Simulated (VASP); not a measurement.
# InSb (F-43m) in VASP: further runs

InSb is run at these levels: PBE; tasks: electric field gradients.

All numbers are computed with VASP 6.6.1; they aren't measurements. Logs are shortened: lines on timing, memory, paths and dates and some standing lists are left out, and cuts for length are marked.

### 1 The cell of the first run

It takes space group F-43m (No. 216, cubic). The conventional cell has a = 6.391 Å, b = 6.391 Å, c = 6.391 Å, α = 90.00°, β = 90.00°, γ = 90.00°. In (site symmetry -43m) has 4 Sb at 2.77 Å within 3.6 Å. Within 3.6 Å of Sb (site symmetry -43m) lie 4 In at 2.77 Å.

### 2 Electric field gradients, PBE (32.62 Å³/atom)

INCAR

```
SYSTEM = InSb
PREC     = Accurate       ! precision mode
ENCUT    = 520            ! plane-wave cutoff, eV
EDIFF    = 1E-8           ! SCF threshold, eV
ISMEAR   = -1             ! smearing method
SIGMA    = 0.03           ! smearing width, eV
LREAL    = .False.        ! projectors in reciprocal space
LASPH    = .True.         ! aspherical terms in the spheres
NELM     = 60             ! most SCF steps
ALGO     = Normal         ! electronic algorithm
ISIF     = 2              ! what is computed and relaxed
LWAVE    = .False.        ! write WAVECAR
LCHARG   = .False.        ! write CHGCAR
GGA      = PE             ! functional
LEFG     = .True.       
NBANDS   = 16             ! bands
```

KPOINTS

```
regular mesh
0
Gamma
  10 10 10
  0 0 0
```

POSCAR

```
InSb
1.0
    0.0000000000      3.1953230120      3.1953230120
    3.1953230120      0.0000000000      3.1953230120
    3.1953230120      3.1953230120      0.0000000000
In Sb
1 1
Direct
    0.0000000000      0.0000000000      0.0000000000
    0.7500000000      0.7500000000      0.7500000000
```

Potentials or basis: VASP PAW PBE potentials, release 64 (In_d, Sb).

The run is started by

```console
> cat potpaw_PBE.64/In_d/POTCAR potpaw_PBE.64/Sb/POTCAR > POTCAR
> mpirun -np 1 vasp_std > vasp.out
```

OUTCAR:

```text
SYSTEM = InSb
   PREC = Accurate
   ENCUT = 520
   EDIFF = 1E-8
   ISMEAR = -1
   LREAL = .False.
   LASPH = .True.
   NELM = 60
   ISIF = 2
   GGA = PE

 ion  position               nearest neighbor table
   1  0.000  0.000  0.000-   2 2.77   2 2.77   2 2.77   2 2.77
   2  0.750  0.750  0.750-   1 2.77   1 2.77   1 2.77   1 2.77

  LATTYP: Found a face centered cubic cell.
 ALAT       =     6.3906460240

  Lattice vectors:

 A1 = (   0.0000000000,   3.1953230120,   3.1953230120)
 A2 = (   3.1953230120,   0.0000000000,   3.1953230120)
 A3 = (   3.1953230120,   3.1953230120,   0.0000000000)

Analysis of symmetry for initial positions (statically):
=====================================================================
 Subroutine PRICEL returns:
 Original cell was already a primitive cell.

 Routine SETGRP: Setting up the symmetry group for a
 face centered cubic supercell.

 Subroutine GETGRP returns: Found 24 space group operations
 (whereof 24 operations were pure point group operations)
 out of a pool of 48 trial point group operations.

The static configuration has the point symmetry T_d .

Analysis of symmetry for dynamics (positions and initial velocities):
=====================================================================
 Subroutine PRICEL returns:
 Original cell was already a primitive cell.

 Routine SETGRP: Setting up the symmetry group for a
 face centered cubic supercell.

 Subroutine GETGRP returns: Found 24 space group operations
 (whereof 24 operations were pure point group operations)
 out of a pool of 48 trial point group operations.

The dynamic configuration has the point symmetry T_d .

 Subroutine INISYM returns: Found 24 space group operations
 (whereof 24 operations are pure point group operations),
 and found     1 'primitive' translations

----------------------------------------------------------------------------------------

                                     Primitive cell

  volume of cell :      65.2491

  direct lattice vectors                    reciprocal lattice vectors
     0.000000000  3.195323012  3.195323012    -0.156478703  0.156478703  0.156478703
     3.195323012  0.000000000  3.195323012     0.156478703 -0.156478703  0.156478703
     3.195323012  3.195323012  0.000000000     0.156478703  0.156478703 -0.156478703

  length of vectors
     4.518869140  4.518869140  4.518869140     0.271029064  0.271029064  0.271029064

  position of ions in fractional coordinates (direct lattice)
     0.000000000  0.000000000  0.000000000
     0.750000000  0.750000000  0.750000000

  ion indices of the primitive-cell ions
   primitive index   ion index
                 1           1
                 2           2

----------------------------------------------------------------------------------------

 KPOINTS: regular mesh

Automatic generation of k-mesh.
 Grid dimensions read from file:
 generate k-points for:   10   10   10

 Generating k-lattice:

  Cartesian coordinates                     Fractional coordinates (reciprocal lattice)
    -0.015647870  0.015647870  0.015647870     0.100000000  0.000000000  0.000000000
     0.015647870 -0.015647870  0.015647870     0.000000000  0.100000000  0.000000000
     0.015647870  0.015647870 -0.015647870     0.000000000  0.000000000  0.100000000

  Length of vectors
     0.027102906  0.027102906  0.027102906

  Shift w.r.t. Gamma in fractional coordinates (k-lattice)
     0.000000000  0.000000000  0.000000000

 Subroutine IBZKPT returns following result:
 ===========================================

 Found     47 irreducible k-points:

 Following reciprocal coordinates:
            Coordinates               Weight
  0.000000  0.000000  0.000000      1.000000
  0.100000  0.000000  0.000000      8.000000
  0.200000  0.000000  0.000000      8.000000
  0.300000  0.000000  0.000000      8.000000
  0.400000  0.000000  0.000000      8.000000
  0.500000  0.000000  0.000000      4.000000
[... 16 lines left out ...]
  0.300000  0.300000  0.000000      6.000000
  0.400000  0.300000  0.000000     24.000000
 [... further k-points ...]
   k-points           NKPTS =     47   k-points in BZ     NKDIM =     47   number of bands    NBANDS=     16
   number of dos      NEDOS =    301   number of ions     NIONS =      2
   total plane-waves  NPLWV =  46656
   dimension x,y,z NGX =    36 NGY =   36 NGZ =   36
   dimension x,y,z NGXF=    72 NGYF=   72 NGZF=   72
   ions per type =               1   1
   NGX,Y,Z   is equivalent  to a cutoff of  13.24, 13.24, 13.24 a.u.
   NGXF,Y,Z  is equivalent  to a cutoff of  26.49, 26.49, 26.49 a.u.
 SYSTEM =  InSb
   PREC   = accura    normal or accurate (medium, high low for compatibility)
   ISTART =      0    job   : 0-new  1-cont  2-samecut
   ICHARG =      2    charge: 1-file 2-atom 10-const
   ISPIN  =      1    spin polarized calculation?
   LNONCOLLINEAR =      F non collinear calculations
   LSORBIT =      F    spin-orbit coupling
   LASPH  =      T    aspherical Exc in radial PAW
   ENCUT  =  520.0 eV  38.22 Ry    6.18 a.u.   8.40  8.40  8.40*2*pi/ulx,y,z
   NELM   =     60;   NELMIN=  2; NELMDL= -5     # of ELM steps
   EDIFF  = 0.1E-07   stopping-criterion for ELM
   LREAL  =      F    real-space projection
   EDIFFG = 0.1E-06   stopping-criterion for IOM
   NSW    =      0    number of steps for IOM
   IBRION =     -1    ionic relax: 0-MD 1-quasi-New 2-CG
   NFREE  =      0    steps in history (QN), initial steepest desc. (CG)
   ISIF   =      2    stress and relaxation
   ISYM   =      2    0-nonsym 1-usesym 2-fastsym
   POTIM  = 0.5000    time-step for ionic-motion
   TEBEG  =    0.0;   TEEND  =   0.0 temperature during run
   PSTRESS=    0.0 pullay stress
   NELECT =      18.0000    total number of electrons
   NUPDOWN=      -1.0000    fix difference up-down
   EMIN   =  10.00;   EMAX   =-10.00  energy-range for DOS
   EFERMI =   0.00;   METHOD = LEGACY
   ISMEAR =    -1;   SIGMA  =   0.03  broadening in eV -4-tet -1-fermi 0-gaus
   EFERMI_NEDOS =   21; number of points for ismear=-14 and -15
   IALGO  =     38    algorithm
   IMIX   =      4    mixing-type and parameters
     AMIX     =   0.40;   BMIX     =  1.00
     AMIX_MAG =   1.60;   BMIX_MAG =  1.00
  volume/ion in A,a.u.               =      32.62       220.16
  Fermi-wavevector in a.u.,A,eV,Ry     =   1.065715  2.013909 15.452783  1.135748
  Thomas-Fermi vector in A             =   2.201275
   LORBIT       =      0    0 simple, 1 ext, 2 COOP (PROOUT), +10 PAW based schemes
   GGA     = PE    functional components
   LHFCALC =     F    Hartree Fock is set to
   AEXX    =    0.0000 exact exchange contribution
   IVDW    =     0    specifies the selected vdW correction
   LEPSILON=     F    determine dielectric tensor
   LRPA    =     F    only Hartree local field effects (RPA)
 non-spin polarized calculation
  energy-cutoff  :      520.00
  volume of cell :       65.25
 maximum number of plane-waves:      1807
 NGX is ok and might be reduce to    36
   NGX = 17   NGY = 17   NGZ = 17

 number of electron      18.0000005 magnetization

 Free energy of the ion-electron system (eV)
  ---------------------------------------------------
  ext. energy  EPLUGINS =         0.00000000
  ---------------------------------------------------
  free energy    TOTEN  =        -6.83368550 eV

  energy without entropy =       -6.83355288  energy(sigma->0) =       -6.83361919

 E-fermi :   5.6041     XC(G=0):  -8.8637

 val. band max:        5.5538427949   @ k =   0.0000   0.0000   0.0000
 cond. band min:       5.6041762365   @ k =   0.0000   0.0000   0.0000
 fundamental gap:      0.0503334417
 Fermi energy:         5.6041145811

 k-point     1 :       0.0000    0.0000    0.0000
  band No.  band energies     occupation
      1      -9.1493      2.00000
      2      -9.1493      2.00000
      3      -9.1493      2.00000
      4      -9.0518      2.00000
      5      -9.0518      2.00000
      6      -5.4355      2.00000
[... 8 lines left out ...]
     15      13.9162      0.00000
     16      13.9162      0.00000
[... 419 lines left out ...]
 k-point    24 :       0.4000    0.3000    0.0000
  band No.  band energies     occupation
      1      -9.2235      2.00000
      2      -9.1107      2.00000
      3      -9.1096      2.00000
      4      -9.0682      2.00000
      5      -9.0443      2.00000
      6      -3.9720      2.00000
[... 8 lines left out ...]
     15      15.2732      0.00000
     16      15.8342      0.00000

 [... further k-points ...]

------------------------ aborting loop because EDIFF is reached ----------------------------------------

  FORCE on cell =-STRESS in cart. coord.  units (eV):
  Direction    XX          YY          ZZ          XY          YZ          ZX
  --------------------------------------------------------------------------------------
  -------------------------------------------------------------------------------------
  Total        2.2026446      2.2026446      2.2026446      0.0000000     -0.0000000      0.0000000
  in kB       54.0854821     54.0854821     54.0854821      0.0000000     -0.0000000      0.0000000
  external PRESSURE =      54.0854821 kB  Pullay stress =       0.0000000 kB

 VOLUME and BASIS-vectors are now :
 -----------------------------------------------------------------------------
  energy-cutoff  :      520.00
  volume of cell :       65.25
      direct lattice vectors                 reciprocal lattice vectors
     0.000000000  3.195323012  3.195323012    -0.156478703  0.156478703  0.156478703
     3.195323012  0.000000000  3.195323012     0.156478703 -0.156478703  0.156478703
     3.195323012  3.195323012  0.000000000     0.156478703  0.156478703 -0.156478703

 POSITION                                       TOTAL-FORCE (eV/Angst)
 -----------------------------------------------------------------------------------
      0.00000      0.00000      0.00000         0.000000     -0.000000      0.000000
      4.79298      4.79298      4.79298        -0.000000      0.000000     -0.000000
 -----------------------------------------------------------------------------------
    total drift:                                0.000000      0.000000      0.000000

  FREE ENERGIE OF THE ION-ELECTRON SYSTEM (eV)
  ---------------------------------------------------
  free  energy   TOTEN  =        -6.8336854951 eV

  energy  without entropy=       -6.8335528795  energy(sigma->0) =       -6.83361919

 Electric field gradients (V/A^2)
---------------------------------------------------------------------
 ion       V_xx      V_yy      V_zz      V_xy      V_xz      V_yz
---------------------------------------------------------------------
   1       0.000     0.000     0.000    -0.000    -0.000    -0.000
   2       0.000    -0.000    -0.000    -0.000    -0.000    -0.000
---------------------------------------------------------------------

 Electric field gradients after diagonalization (V/A^2)
 (convention: |V_zz| > |V_xx| > |V_yy|)
----------------------------------------------------------------------
 ion       V_xx      V_yy      V_zz     asymmetry (V_yy - V_xx)/ V_zz
----------------------------------------------------------------------
   1       0.000     0.000    -0.001       0.000
   2       0.000     0.000    -0.000       0.000
----------------------------------------------------------------------

           NMR quadrupolar parameters

 Cq : quadrupolar parameter    Cq=e*Q*V_zz/h
 eta: asymmetry parameters     (V_yy - V_xx)/ V_zz
 Q  : nuclear electric quadrupole moment in mb (millibarn)
----------------------------------------------------------------------
 ion       Cq(MHz)       eta       Q (mb)
----------------------------------------------------------------------
   1      -0.000       0.000       1.000
   2      -0.000       0.000       1.000
----------------------------------------------------------------------
```

It took 1.9 min on 1 thread of Intel Xeon 8259CL, shared host; peak memory 0.23 GiB.

Results:

* Free energy: -6.8337 eV
* Pressure: 5.4 GPa
* Largest electric field gradient by atom: zero within the noise of the run

Caveat: the cell stands under pressure; spin-orbit coupling is left out, which moves the levels of the heavy elements.

(Part 1 of 3 ends here.)
